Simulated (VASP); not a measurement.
# Pd (P6_3/mmc) in VASP: equation of state with LDA

Aim: the equation of state of Pd with LDA.

Everything below comes from runs of VASP 6.6.1. Logs are shortened: lines on timing, memory, paths and dates and some standing lists are left out, and cuts for length are marked.

### 1 The cell of the first run

It takes space group P6_3/mmc (No. 194, hexagonal). The conventional cell has a = 2.784 Å, b = 2.784 Å, c = 4.629 Å, α = 90.00°, β = 90.00°, γ = 120.00°. Within 3.7 Å of Pd (site symmetry -6m2) lie 12 Pd at 2.78 to 2.82 Å.

This isn't the form of Pd at room conditions, which is fcc.

### 2 Equation of state, LDA

Contents of POSCAR.step1:

```
Pd
1.0
    2.6975164816      0.0000000000      0.0000000000
   -1.3487582408      2.3361178002      0.0000000000
    0.0000000000      0.0000000000      4.4856385209
Pd
2
Direct
    0.3333333333      0.6666666667      0.2500000000
    0.6666666667      0.3333333333      0.7500000000
```

Contents of POSCAR.step2:

```
Pd
1.0
    2.7268396102      0.0000000000      0.0000000000
   -1.3634198051      2.3615123745      0.0000000000
    0.0000000000      0.0000000000      4.5343992815
Pd
2
Direct
    0.3333333333      0.6666666667      0.2500000000
    0.6666666667      0.3333333333      0.7500000000
```

Contents of POSCAR.step3:

```
Pd
1.0
    2.7555452945      0.0000000000      0.0000000000
   -1.3777726473      2.3863722263      0.0000000000
    0.0000000000      0.0000000000      4.5821333081
Pd
2
Direct
    0.3333333333      0.6666666667      0.2500000000
    0.6666666667      0.3333333333      0.7500000000
```

Contents of POSCAR.step4:

```
Pd
1.0
    2.7836650458      0.0000000000      0.0000000000
   -1.3918325229      2.4107246453      0.0000000000
    0.0000000000      0.0000000000      4.6288930000
Pd
2
Direct
    0.3333333333      0.6666666667      0.2500000000
    0.6666666667      0.3333333333      0.7500000000
```

Contents of POSCAR.step5:

```
Pd
1.0
    2.8112278784      0.0000000000      0.0000000000
   -1.4056139392      2.4345947585      0.0000000000
    0.0000000000      0.0000000000      4.6747266045
Pd
2
Direct
    0.3333333333      0.6666666667      0.2500000000
    0.6666666667      0.3333333333      0.7500000000
```

Contents of POSCAR.step6:

```
Pd
1.0
    2.8382605740      0.0000000000      0.0000000000
   -1.4191302870      2.4580057597      0.0000000000
    0.0000000000      0.0000000000      4.7196786564
Pd
2
Direct
    0.3333333333      0.6666666667      0.2500000000
    0.6666666667      0.3333333333      0.7500000000
```

Contents of POSCAR.step7:

```
Pd
1.0
    2.8647879113      0.0000000000      0.0000000000
   -1.4323939557      2.4809791077      0.0000000000
    0.0000000000      0.0000000000      4.7637903595
Pd
2
Direct
    0.3333333333      0.6666666667      0.2500000000
    0.6666666667      0.3333333333      0.7500000000
```

Contents of INCAR:

```
SYSTEM = Pd
ALGO     = Normal         ! electronic algorithm
EDIFF    = 1E-7           ! SCF threshold, eV
ENCUT    = 650            ! plane-wave cutoff, eV
GGA      = CA             ! functional
GGA_COMPAT= .FALSE.      
ISIF     = 2              ! what is computed and relaxed
ISMEAR   = 2              ! smearing method
LASPH    = .TRUE.         ! aspherical terms in the spheres
LCHARG   = .FALSE.        ! write CHGCAR
LREAL    = .FALSE.        ! projectors in reciprocal space
LWAVE    = .FALSE.        ! write WAVECAR
NELM     = 120            ! most SCF steps
NSW      = 0              ! ionic steps
PREC     = Accurate       ! precision mode
SIGMA    = 0.05           ! smearing width, eV
```

Contents of KPOINTS:

```
Automatic mesh
0
Gamma
  21 21 11
  0 0 0
```

Potentials or basis: VASP PAW LDA potentials, release 64 (Pd).

Started as:

```console
> cat potpaw_LDA.64/Pd/POTCAR > POTCAR
> cp POSCAR.step1 POSCAR
> mpirun -np 1 vasp_std > vasp.out
> cp POSCAR.step2 POSCAR
> mpirun -np 1 vasp_std > vasp.out
> cp POSCAR.step3 POSCAR
> mpirun -np 1 vasp_std > vasp.out
> cp POSCAR.step4 POSCAR
> mpirun -np 1 vasp_std > vasp.out
> cp POSCAR.step5 POSCAR
> mpirun -np 1 vasp_std > vasp.out
> cp POSCAR.step6 POSCAR
> mpirun -np 1 vasp_std > vasp.out
> cp POSCAR.step7 POSCAR
> mpirun -np 1 vasp_std > vasp.out
```

OUTCAR:

```text
SYSTEM = Pd
   EDIFF = 1E-7
   ENCUT = 650
   GGA = CA
   ISIF = 2
   ISMEAR = 2
   LASPH = .TRUE.
   LREAL = .FALSE.
   NELM = 120
   NSW = 0
   PREC = Accurate

 ion  position               nearest neighbor table
   1  0.333  0.667  0.250-   2 2.90   2 2.90   2 2.90   2 2.90   2 2.90   2 2.90
   2  0.667  0.333  0.750-   1 2.90   1 2.90   1 2.90   1 2.90   1 2.90   1 2.90

  LATTYP: Found a hexagonal cell.
 ALAT       =     2.8647879113
 C/A-ratio  =     1.6628771508

  Lattice vectors:

 A1 = (   2.8647879113,   0.0000000000,   0.0000000000)
 A2 = (  -1.4323939557,   2.4809791077,   0.0000000000)
 A3 = (   0.0000000000,   0.0000000000,   4.7637903595)

Analysis of symmetry for initial positions (statically):
=====================================================================
 Subroutine PRICEL returns:
 Original cell was already a primitive cell.

 Routine SETGRP: Setting up the symmetry group for a
 hexagonal supercell.

 Subroutine GETGRP returns: Found 24 space group operations
 (whereof 12 operations were pure point group operations)
 out of a pool of 24 trial point group operations.

The static configuration has the point symmetry D_3d.
 The point group associated with its full space group is D_6h.

Analysis of symmetry for dynamics (positions and initial velocities):
=====================================================================
 Subroutine PRICEL returns:
 Original cell was already a primitive cell.

 Routine SETGRP: Setting up the symmetry group for a
 hexagonal supercell.

 Subroutine GETGRP returns: Found 24 space group operations
 (whereof 12 operations were pure point group operations)
 out of a pool of 24 trial point group operations.

The dynamic configuration has the point symmetry D_3d.
 The point group associated with its full space group is D_6h.

 Subroutine INISYM returns: Found 24 space group operations
 (whereof 12 operations are pure point group operations),
 and found     1 'primitive' translations

----------------------------------------------------------------------------------------

                                     Primitive cell

  volume of cell :      33.8585

  direct lattice vectors                    reciprocal lattice vectors
     2.864787911  0.000000000  0.000000000     0.349065980  0.201533338  0.000000000
    -1.432393956  2.480979108  0.000000000     0.000000000  0.403066675  0.000000000
     0.000000000  0.000000000  4.763790359     0.000000000  0.000000000  0.209916878

  length of vectors
     2.864787911  2.864787911  4.763790359     0.403066675  0.403066675  0.209916878

  position of ions in fractional coordinates (direct lattice)
     0.333333333  0.666666667  0.250000000
     0.666666667  0.333333333  0.750000000

  ion indices of the primitive-cell ions
   primitive index   ion index
                 1           1
                 2           2

----------------------------------------------------------------------------------------

 KPOINTS: Automatic mesh

Automatic generation of k-mesh.
 Grid dimensions read from file:
 generate k-points for:   21   21   11

 Generating k-lattice:

  Cartesian coordinates                     Fractional coordinates (reciprocal lattice)
     0.016622190  0.009596826  0.000000000     0.047619048  0.000000000  0.000000000
     0.000000000  0.019193651  0.000000000     0.000000000  0.047619048  0.000000000
     0.000000000  0.000000000  0.019083353     0.000000000  0.000000000  0.090909091

  Length of vectors
     0.019193651  0.019193651  0.019083353

  Shift w.r.t. Gamma in fractional coordinates (k-lattice)
     0.000000000  0.000000000  0.000000000

 Subroutine IBZKPT returns following result:
 ===========================================

 Found    288 irreducible k-points:

 Following reciprocal coordinates:
            Coordinates               Weight
  0.000000  0.000000  0.000000      1.000000
  0.047619  0.000000  0.000000      6.000000
  0.095238  0.000000  0.000000      6.000000
  0.142857  0.000000  0.000000      6.000000
  0.190476  0.000000  0.000000      6.000000
  0.238095  0.000000  0.000000      6.000000
[... 16 lines left out ...]
  0.142857  0.095238  0.000000     12.000000
  0.190476  0.095238  0.000000     12.000000
 [... further k-points ...]
   k-points           NKPTS =    288   k-points in BZ     NKDIM =    288   number of bands    NBANDS=     14
   number of dos      NEDOS =    301   number of ions     NIONS =      2
   total plane-waves  NPLWV =  23040
   dimension x,y,z NGX =    24 NGY =   24 NGZ =   40
   dimension x,y,z NGXF=    48 NGYF=   48 NGZF=   80
   ions per type =               2
   NGX,Y,Z   is equivalent  to a cutoff of  13.93, 13.93, 13.96 a.u.
   NGXF,Y,Z  is equivalent  to a cutoff of  27.85, 27.85, 27.92 a.u.
 SYSTEM =  Pd
   PREC   = accura    normal or accurate (medium, high low for compatibility)
   ISTART =      0    job   : 0-new  1-cont  2-samecut
   ICHARG =      2    charge: 1-file 2-atom 10-const
   ISPIN  =      1    spin polarized calculation?
   LNONCOLLINEAR =      F non collinear calculations
   LSORBIT =      F    spin-orbit coupling
   LASPH  =      T    aspherical Exc in radial PAW
   ENCUT  =  650.0 eV  47.77 Ry    6.91 a.u.   5.96  5.96  9.90*2*pi/ulx,y,z
   NELM   =    120;   NELMIN=  2; NELMDL=  0     # of ELM steps
   EDIFF  = 0.1E-06   stopping-criterion for ELM
   LREAL  =      F    real-space projection
   EDIFFG = 0.1E-05   stopping-criterion for IOM
   NSW    =      0    number of steps for IOM
   IBRION =     -1    ionic relax: 0-MD 1-quasi-New 2-CG
   NFREE  =      0    steps in history (QN), initial steepest desc. (CG)
   ISIF   =      2    stress and relaxation
   ISYM   =      2    0-nonsym 1-usesym 2-fastsym
   POTIM  = 0.5000    time-step for ionic-motion
   TEBEG  =    0.0;   TEEND  =   0.0 temperature during run

   SCALEE = 1.0000    scale energy and forces
   PSTRESS=    0.0 pullay stress
   NELECT =      20.0000    total number of electrons
   NUPDOWN=      -1.0000    fix difference up-down
   EMIN   =  10.00;   EMAX   =-10.00  energy-range for DOS
   EFERMI =   0.00;   METHOD = LEGACY
   ISMEAR =     2;   SIGMA  =   0.05  broadening in eV -4-tet -1-fermi 0-gaus
   EFERMI_NEDOS =   21; number of points for ismear=-14 and -15
   IALGO  =     38    algorithm
   IMIX   =      4    mixing-type and parameters
     AMIX     =   0.40;   BMIX     =  1.00
     AMIX_MAG =   1.60;   BMIX_MAG =  1.00
  volume/ion in A,a.u.               =      16.93       114.24
  Fermi-wavevector in a.u.,A,eV,Ry     =   1.373606  2.595738 25.671373  1.886793
  Thomas-Fermi vector in A             =   2.499108
   LORBIT       =      0    0 simple, 1 ext, 2 COOP (PROOUT), +10 PAW based schemes
   GGA     = CA    functional components
   LHFCALC =     F    Hartree Fock is set to
   AEXX    =    0.0000 exact exchange contribution
   IVDW    =     0    specifies the selected vdW correction
   LEPSILON=     F    determine dielectric tensor
   LRPA    =     F    only Hartree local field effects (RPA)

   CSHIFT  =0.1000    complex shift for real part using Kramers Kronig

   OMEGAMAX=  -1.0    maximum frequency
 non-spin polarized calculation
 Methfessel and Paxton  Order N= 2 SIGMA  =   0.05
  energy-cutoff  :      650.00
  volume of cell :       33.86
 maximum number of plane-waves:      1299
 NGX is ok and might be reduce to    24
   NGX = 11   NGY = 11   NGZ = 19

 number of electron      19.9999993 magnetization

 Free energy of the ion-electron system (eV)
  ---------------------------------------------------
  ext. energy  EPLUGINS =         0.00000000
  ---------------------------------------------------
  free energy    TOTEN  =       -12.41483360 eV

  energy without entropy =      -12.41495874  energy(sigma->0) =      -12.41486488

 E-fermi :   7.4031     XC(G=0): -12.6897

 val. band max:        7.4024692214   @ k =   0.2857   0.0000   0.0000
 cond. band min:       7.4045621402   @ k =   0.3333   0.1905   0.0909
 fundamental gap:      0.0020929189
 Fermi energy:         7.4030769890

 k-point     1 :       0.0000    0.0000    0.0000
  band No.  band energies     occupation
      1       1.1846      2.00000
      2       3.0260      2.00000
      3       5.0276      2.00000
      4       5.1913      2.00000
      5       5.1913      2.00000
      6       5.4742      2.00000
      7       5.4742      2.00000
      8       6.0611      2.00000
      9       6.0611      2.00000
     10       7.2301      1.99995
     11       7.2301      1.99995
     12       8.5208      0.00000
     13      13.3877      0.00000
     14      24.2843      0.00000

 k-point     2 :       0.0476    0.0000    0.0000
  band No.  band energies     occupation
      1       1.2510      2.00000
      2       3.0727      2.00000
      3       4.9855      2.00000
      4       5.2277      2.00000
      5       5.2325      2.00000
      6       5.4537      2.00000
      7       5.5122      2.00000
      8       6.0186      2.00000
      9       6.0354      2.00000
     10       6.9549      2.00000
     11       7.2410      1.99982
     12       8.8753      0.00000
     13      13.3924      0.00000
     14      24.2699      0.00000

 k-point     3 :       0.0952    0.0000    0.0000
  band No.  band energies     occupation
      1       1.4467      2.00000
      2       3.2050      2.00000
      3       4.8876      2.00000
      4       5.3012      2.00000
      5       5.3542      2.00000
      6       5.4146      2.00000
      7       5.6242      2.00000
      8       5.8651      2.00000
      9       5.9641      2.00000
     10       6.5162      2.00000
     11       7.2697      1.99763
     12       9.5803      0.00000
     13      13.4089      0.00000
     14      23.9722      0.00000
[... 324 lines left out ...]
 k-point    23 :       0.1429    0.0952    0.0000
  band No.  band energies     occupation
      1       2.3389      2.00000
      2       3.6991      2.00000
      3       4.5570      2.00000
      4       5.0387      2.00000
      5       5.2092      2.00000
      6       5.5327      2.00000
      7       5.6329      2.00000
      8       5.9778      2.00000
      9       6.0814      2.00000
     10       6.2656      2.00000
     11       7.3230      2.00894
     12      11.6296      0.00000
     13      13.5585      0.00000
     14      21.3149      0.00000

 k-point    24 :       0.1905    0.0952    0.0000
  band No.  band energies     occupation
      1       2.7824      2.00000
      2       3.8065      2.00000
      3       4.5281      2.00000
      4       4.6711      2.00000
      5       5.1771      2.00000
      6       5.4078      2.00000
      7       5.8497      2.00000
      8       5.9560      2.00000
      9       6.3039      2.00000
     10       6.6328      2.00000
     11       7.3394      2.06162
     12      12.5166      0.00000
     13      13.7035      0.00000
     14      19.6153      0.00000

 [... further k-points ...]

------------------------ aborting loop because EDIFF is reached ----------------------------------------

  FORCE on cell =-STRESS in cart. coord.  units (eV):
  Direction    XX          YY          ZZ          XY          YZ          ZX
  --------------------------------------------------------------------------------------
  -------------------------------------------------------------------------------------
  Total       -5.2575190     -5.2575191     -4.8667365      0.0000000      0.0000000     -0.0000000
  in kB     -248.7844396   -248.7844396   -230.2927106      0.0000000      0.0000000     -0.0000000
  external PRESSURE =    -242.6205300 kB  Pullay stress =       0.0000000 kB

 VOLUME and BASIS-vectors are now :
 -----------------------------------------------------------------------------
  energy-cutoff  :      650.00
  volume of cell :       33.86
      direct lattice vectors                 reciprocal lattice vectors
     2.864787911  0.000000000  0.000000000     0.349065980  0.201533338  0.000000000
    -1.432393956  2.480979108  0.000000000     0.000000000  0.403066675  0.000000000
     0.000000000  0.000000000  4.763790359     0.000000000  0.000000000  0.209916878

 POSITION                                       TOTAL-FORCE (eV/Angst)
 -----------------------------------------------------------------------------------
     -0.00000      1.65399      1.19095        -0.000000      0.000000      0.000000
      1.43239      0.82699      3.57284         0.000000      0.000000      0.000000
 -----------------------------------------------------------------------------------
    total drift:                                0.000000     -0.000000      0.000000

  FREE ENERGIE OF THE ION-ELECTRON SYSTEM (eV)
  ---------------------------------------------------
  free  energy   TOTEN  =       -12.4148335959 eV

  energy  without entropy=      -12.4149587419  energy(sigma->0) =      -12.41486488
```

Run time: 9.9 min. Hardware: 1 thread of Intel Xeon Platinum 8259CL at 2.50GHz (Skylake/Cascade Lake), shared host; peak memory 0.28 GiB.

Results:

| Property | Result |
| --- | --- |
| Equilibrium volume | 14.22 Å³/atom |
| Bulk modulus at fixed shape and positions | 225 GPa |
| Pressure derivative of the bulk modulus | 5.5 |

Energy against volume, from the lowest point:
```csv
volume (Å³/atom),energy (meV/atom)
14.134,0.00
14.600,6.21
15.065,30.50
15.531,69.37
15.997,119.93
16.463,179.85
16.929,247.17
```

Caveat: the cell was scaled at fixed shape and fractional positions, which overstates the stiffness of a crystal with free parameters, most of all of layers and chains.
